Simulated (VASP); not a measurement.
# As (Fm-3m) in VASP: a series of runs

Runs on As. Level: PBEsol. Tasks: relaxation of cell and atoms.

All numbers are computed with VASP 6.6.1; they aren't measurements. Logs are shortened: lines on timing, memory, paths and dates and some standing lists are left out, and cuts for length are marked.

## Step 1: The cell of the first run

It takes space group Fm-3m (No. 225, cubic). Conventional cell: a = 4.420 Å, b = 4.420 Å, c = 4.420 Å, α = 90.00°, β = 90.00°, γ = 90.00°. As (site symmetry m-3m) has 12 As at 3.13 Å within 4.1 Å.

This isn't the form of As at room conditions, which is rhombohedral.

## Step 2: Relaxation of cell and atoms, PBEsol, target pressure 40 GPa, at which the enthalpy is minimised

File INCAR:

```
PREC = Accurate
ENCUT = 500
EDIFF = 1E-7
ISMEAR = -1
SIGMA = 0.1
LREAL = F
LASPH = T
NELM = 120
ALGO = Normal
ISIF = 3
LWAVE = F
LCHARG = F
GGA = PS
IBRION = 2
NSW = 80
EDIFFG = -0.01
PSTRESS = 400.0
GGA_COMPAT = F
NELMIN = 4
```

File KPOINTS:

```
Automatic mesh
0
Gamma
  9 9 9
```

File POSCAR:

```
As
1.0
    0.0000000000      2.2100000000      2.2100000000
    2.2100000000      0.0000000000      2.2100000000
    2.2100000000      2.2100000000      0.0000000000
As
1
Direct
    0.0000000000      0.0000000000      0.0000000000
```

Potentials or basis: VASP PAW PBE potentials, release 64 (As).

Launch:

```sh
$ cat potpaw_PBE.64/As/POTCAR > POTCAR
$ mpirun -np 1 vasp_std > vasp.out
```

OUTCAR:

```text
PREC = Accurate
   ENCUT = 500
   EDIFF = 1E-7
   ISMEAR = -1
   LREAL = F
   LASPH = T
   NELM = 120
   ISIF = 3
   GGA = PS
   IBRION = 2
   NSW = 80
   EDIFFG = -0.01
   PSTRESS = 400.0
   NELMIN = 4

 ion  position               nearest neighbor table
   1  0.000  0.000  0.000-

  LATTYP: Found a face centered cubic cell.
 ALAT       =     4.4200000000

  Lattice vectors:

 A1 = (   0.0000000000,   2.2100000000,   2.2100000000)
 A2 = (   2.2100000000,   0.0000000000,   2.2100000000)
 A3 = (   2.2100000000,   2.2100000000,   0.0000000000)

Analysis of symmetry for initial positions (statically):
=====================================================================
 Subroutine PRICEL returns:
 Original cell was already a primitive cell.

 Routine SETGRP: Setting up the symmetry group for a
 face centered cubic supercell.

 Subroutine GETGRP returns: Found 48 space group operations
 (whereof 48 operations were pure point group operations)
 out of a pool of 48 trial point group operations.

The static configuration has the point symmetry O_h .

Analysis of symmetry for dynamics (positions and initial velocities):
=====================================================================
 Subroutine PRICEL returns:
 Original cell was already a primitive cell.

 Routine SETGRP: Setting up the symmetry group for a
 face centered cubic supercell.

 Subroutine GETGRP returns: Found 48 space group operations
 (whereof 48 operations were pure point group operations)
 out of a pool of 48 trial point group operations.

The dynamic configuration has the point symmetry O_h .

 Subroutine INISYM returns: Found 48 space group operations
 (whereof 48 operations are pure point group operations),
 and found     1 'primitive' translations

----------------------------------------------------------------------------------------

                                     Primitive cell

  volume of cell :      21.5877

  direct lattice vectors                    reciprocal lattice vectors
     0.000000000  2.210000000  2.210000000    -0.226244344  0.226244344  0.226244344
     2.210000000  0.000000000  2.210000000     0.226244344 -0.226244344  0.226244344
     2.210000000  2.210000000  0.000000000     0.226244344  0.226244344 -0.226244344

  length of vectors
     3.125411973  3.125411973  3.125411973     0.391866699  0.391866699  0.391866699

  position of ions in fractional coordinates (direct lattice)
     0.000000000  0.000000000  0.000000000

  ion indices of the primitive-cell ions
   primitive index   ion index
                 1           1

----------------------------------------------------------------------------------------

 KPOINTS: Automatic mesh

Automatic generation of k-mesh.
 Grid dimensions read from file:
 generate k-points for:    9    9    9

 Generating k-lattice:

  Cartesian coordinates                     Fractional coordinates (reciprocal lattice)
    -0.025138260  0.025138260  0.025138260     0.111111111  0.000000000  0.000000000
     0.025138260 -0.025138260  0.025138260     0.000000000  0.111111111  0.000000000
     0.025138260  0.025138260 -0.025138260     0.000000000  0.000000000  0.111111111

  Length of vectors
     0.043540744  0.043540744  0.043540744

  Shift w.r.t. Gamma in fractional coordinates (k-lattice)
     0.000000000  0.000000000  0.000000000

 Subroutine IBZKPT returns following result:
 ===========================================

 Found     35 irreducible k-points:

 Following reciprocal coordinates:
            Coordinates               Weight
  0.000000  0.000000  0.000000      1.000000
  0.111111  0.000000  0.000000      8.000000
  0.222222  0.000000  0.000000      8.000000
  0.333333  0.000000  0.000000      8.000000
  0.444444  0.000000  0.000000      8.000000
  0.111111  0.111111  0.000000      6.000000
[... 16 lines left out ...]
 -0.333333  0.333333  0.000000     12.000000
  0.444444  0.444444  0.000000      6.000000
 [... further k-points ...]
   k-points           NKPTS =     35   k-points in BZ     NKDIM =     35   number of bands    NBANDS=      6
   number of dos      NEDOS =    301   number of ions     NIONS =      1
   total plane-waves  NPLWV =  13824
   dimension x,y,z NGX =    24 NGY =   24 NGZ =   24
   dimension x,y,z NGXF=    48 NGYF=   48 NGZF=   48
   ions per type =               1
   NGX,Y,Z   is equivalent  to a cutoff of  12.77, 12.77, 12.77 a.u.
   NGXF,Y,Z  is equivalent  to a cutoff of  25.53, 25.53, 25.53 a.u.
 SYSTEM =  unknown system
   PREC   = accura    normal or accurate (medium, high low for compatibility)
   ISTART =      0    job   : 0-new  1-cont  2-samecut
   ICHARG =      2    charge: 1-file 2-atom 10-const
   ISPIN  =      1    spin polarized calculation?
   LNONCOLLINEAR =      F non collinear calculations
   LSORBIT =      F    spin-orbit coupling
   LASPH  =      T    aspherical Exc in radial PAW
   ENCUT  =  500.0 eV  36.75 Ry    6.06 a.u.   5.70  5.70  5.70*2*pi/ulx,y,z
   NELM   =    120;   NELMIN=  4; NELMDL= -5     # of ELM steps
   EDIFF  = 0.1E-06   stopping-criterion for ELM
   LREAL  =      F    real-space projection
   EDIFFG = -.1E-01   stopping-criterion for IOM
   NSW    =     80    number of steps for IOM
   IBRION =      2    ionic relax: 0-MD 1-quasi-New 2-CG
   NFREE  =      1    steps in history (QN), initial steepest desc. (CG)
   ISIF   =      3    stress and relaxation
   ISYM   =      2    0-nonsym 1-usesym 2-fastsym
   POTIM  = 0.5000    time-step for ionic-motion
   TEBEG  =    0.0;   TEEND  =   0.0 temperature during run
   PSTRESS=  400.0 pullay stress
   NELECT =       5.0000    total number of electrons
   NUPDOWN=      -1.0000    fix difference up-down
   EMIN   =  10.00;   EMAX   =-10.00  energy-range for DOS
   EFERMI =   0.00;   METHOD = LEGACY
   ISMEAR =    -1;   SIGMA  =   0.10  broadening in eV -4-tet -1-fermi 0-gaus
   EFERMI_NEDOS =   21; number of points for ismear=-14 and -15
   IALGO  =     38    algorithm
   IMIX   =      4    mixing-type and parameters
     AMIX     =   0.40;   BMIX     =  1.00
     AMIX_MAG =   1.60;   BMIX_MAG =  1.00
  volume/ion in A,a.u.               =      21.59       145.68
  Fermi-wavevector in a.u.,A,eV,Ry     =   1.005378  1.899888 13.752554  1.010784
  Thomas-Fermi vector in A             =   2.138053
   LORBIT       =      0    0 simple, 1 ext, 2 COOP (PROOUT), +10 PAW based schemes
   GGA     = PS    functional components
   LHFCALC =     F    Hartree Fock is set to
   AEXX    =    0.0000 exact exchange contribution
   IVDW    =     0    specifies the selected vdW correction
   LEPSILON=     F    determine dielectric tensor
   LRPA    =     F    only Hartree local field effects (RPA)
 conjugate gradient relaxation of ions
 non-spin polarized calculation
  energy-cutoff  :      500.00
  volume of cell :       21.59
 maximum number of plane-waves:       556
   NGX = 11   NGY = 11   NGZ = 11

--------------------------------------- Ionic step        1  -------------------------------------------

 number of electron       5.0000000 magnetization

 Free energy of the ion-electron system (eV)
  ---------------------------------------------------
  ext. energy  EPLUGINS =         0.00000000
  ---------------------------------------------------
  free energy    TOTEN  =        -4.51277955 eV

  energy without entropy =       -4.48792121  energy(sigma->0) =       -4.50035038

------------------------ aborting loop because EDIFF is reached ----------------------------------------

  FORCE on cell =-STRESS in cart. coord.  units (eV):
  Direction    XX          YY          ZZ          XY          YZ          ZX
  --------------------------------------------------------------------------------------
  -------------------------------------------------------------------------------------
  Total       -1.3566197     -1.3566197     -1.3566197     -0.0000000     -0.0000000      0.0000000
  in kB     -100.6843307   -100.6843307   -100.6843307     -0.0000000     -0.0000000      0.0000000
  external PRESSURE =    -500.6843307 kB  Pullay stress =     400.0000000 kB
[... 94 lines left out ...]
  energy  without entropy=       -4.4296725301  energy(sigma->0) =       -4.44098552

  enthalpy is  TOTEN    =        -0.5613001067 eV   P V=        3.8909983994

 E-fermi :   9.6396     XC(G=0): -11.9223

 val. band max:        9.5900720122   @ k =   0.2222   0.0000   0.0000
 cond. band min:       9.6887758484   @ k =  -0.4444   0.3333   0.1111
 fundamental gap:      0.0987038361
 Fermi energy:         9.6396061257

 k-point     1 :       0.0000    0.0000    0.0000
  band No.  band energies     occupation
      1      -8.1789      2.00000
      2      17.2551      0.00000
      3      17.2551      0.00000
      4      17.2551      0.00000
      5      22.7486      0.00000
      6      22.7486      0.00000
[... 199 lines left out ...]
 k-point    24 :       0.4444    0.4444    0.0000
  band No.  band energies     occupation
      1      -0.7345      2.00000
      2       3.6206      2.00000
      3      10.1576      0.01120
      4      10.1576      0.01120
      5      14.8181      0.00000
      6      14.8418      0.00000

 [... further k-points ...]

[... ionic steps 4 to 15 ...]

--------------------------------------- Ionic step       16  -------------------------------------------

 number of electron       5.0000000 magnetization

------------------------ aborting loop because EDIFF is reached ----------------------------------------
[... 69 lines left out ...]
--------------------------------------- Ionic step       18  -------------------------------------------

 number of electron       5.0000000 magnetization

 Free energy of the ion-electron system (eV)
  ---------------------------------------------------
  ext. energy  EPLUGINS =         0.00000000
  ---------------------------------------------------
  free energy    TOTEN  =        -4.20098159 eV

  energy without entropy =       -4.18455052  energy(sigma->0) =       -4.19276606

 E-fermi :  10.4038     XC(G=0): -12.1712

 val. band max:       10.3928953696   @ k =  -0.4444   0.3333   0.1111
 cond. band min:      10.4140141508   @ k =   0.2222   0.0000   0.0000
 fundamental gap:      0.0211187811
 Fermi energy:        10.4037633396

 k-point     1 :       0.0000    0.0000    0.0000
  band No.  band energies     occupation
      1      -8.0482      2.00000
      2      18.5772      0.00000
      3      18.5772      0.00000
      4      18.5772      0.00000
      5      23.7690      0.00000
      6      23.7690      0.00000
[... 199 lines left out ...]
 k-point    24 :       0.4444    0.4444    0.0000
  band No.  band energies     occupation
      1      -0.2072      2.00000
      2       4.2242      2.00000
      3      10.9574      0.00785
      4      10.9574      0.00785
      5      15.5418      0.00000
      6      15.7031      0.00000

 [... further k-points ...]

------------------------ aborting loop because EDIFF is reached ----------------------------------------

  FORCE on cell =-STRESS in cart. coord.  units (eV):
  Direction    XX          YY          ZZ          XY          YZ          ZX
  --------------------------------------------------------------------------------------
  -------------------------------------------------------------------------------------
  Total        3.5582065      3.5582065      3.5582065     -0.0000000      0.0000000     -0.0000000
  in kB      400.0111733    400.0111733    400.0111733     -0.0000000      0.0000000     -0.0000000
  external PRESSURE =       0.0111733 kB  Pullay stress =     400.0000000 kB
[... 20 lines left out ...]
  energy  without entropy=       -4.1845505245  energy(sigma->0) =       -4.19276606

  enthalpy is  TOTEN    =        -0.6428744864 eV   P V=        3.5581071007

 reached required accuracy - stopping structural energy minimisation
```

It took 87 s on 1 thread of AMD EPYC 7R43 (Zen 3), shared host; peak memory 0.12 GiB.

What came out:

```yaml
Free_energy: -4.2010 eV
Relaxed_volume: 14.25 Å³/atom
Relaxed_cell: a = 2.721 Å, b = 2.721 Å, c = 2.721 Å, α = 60.00°, β = 60.00°, γ = 60.00°
Space_group_after_relaxing_to_0.1_Å: Fm-3m (No. 225)
Energy_change_on_relaxing_the_run_minimises_the_enthalpy: +311.8 meV/atom
Ionic_steps: 18
Pressure_after_relaxing: 40.0 GPa
Band_gap_on_the_k_mesh: zero (an odd number of electrons rules out a gap without spin polarisation)
```

Step by step:
```
step  energy change (eV)  largest force (eV/Å)  pressure (GPa)  volume (Å³)
   1              0.0000                0.0000          -10.07        21.59
   2             12.8500                0.0000          903.65         6.63
   3              0.0605                0.0000           21.78        15.59
   4              0.1447                0.0000           28.21        15.04
   5              0.3260                0.0000           40.97        14.20
   6              0.2942                0.0000           38.79        14.32
   7              0.2949                0.0000           38.84        14.32
   8              0.2972                0.0000           39.00        14.31
   9              0.2972                0.0000           39.00        14.31
  10              0.2973                0.0000           39.01        14.31
  11              0.2975                0.0000           39.02        14.31
  12              0.2977                0.0000           39.04        14.31
  13              0.2983                0.0000           39.08        14.31
  14              0.2995                0.0000           39.16        14.30
  15              0.3018                0.0000           39.31        14.29
  16              0.3064                0.0000           39.63        14.27
  17              0.3157                0.0000           40.27        14.24
  18              0.3118                0.0000           40.00        14.25
```

Final structure:
```cif
data_structure
_symmetry_space_group_name_H-M 'P 1'
_symmetry_Int_Tables_number 1
_cell_length_a 2.7214
_cell_length_b 2.7214
_cell_length_c 2.7214
_cell_angle_alpha 60.000
_cell_angle_beta 60.000
_cell_angle_gamma 60.000
_cell_volume 14.25
loop_
_atom_site_label
_atom_site_type_symbol
_atom_site_fract_x
_atom_site_fract_y
_atom_site_fract_z
_atom_site_occupancy
As1 As 0.00000 0.00000 0.00000 1
```

Levels at points of the mesh, in eV from the Fermi level:
```csv
k point,band 1,band 2,band 3,band 4,band 5,band 6
"(0.00, 0.00, 0.00)",-18.45,8.17,8.17,8.17,13.37,13.37
```

Caveat: the cell is relaxed towards a set pressure, so the run minimises the enthalpy, not the energy; the volume moved by over 15 % at a fixed basis, so the end points are rough; the PAW data sets were made with another functional, which shifts forces and pressure a little.

[end of part 1 of 2]
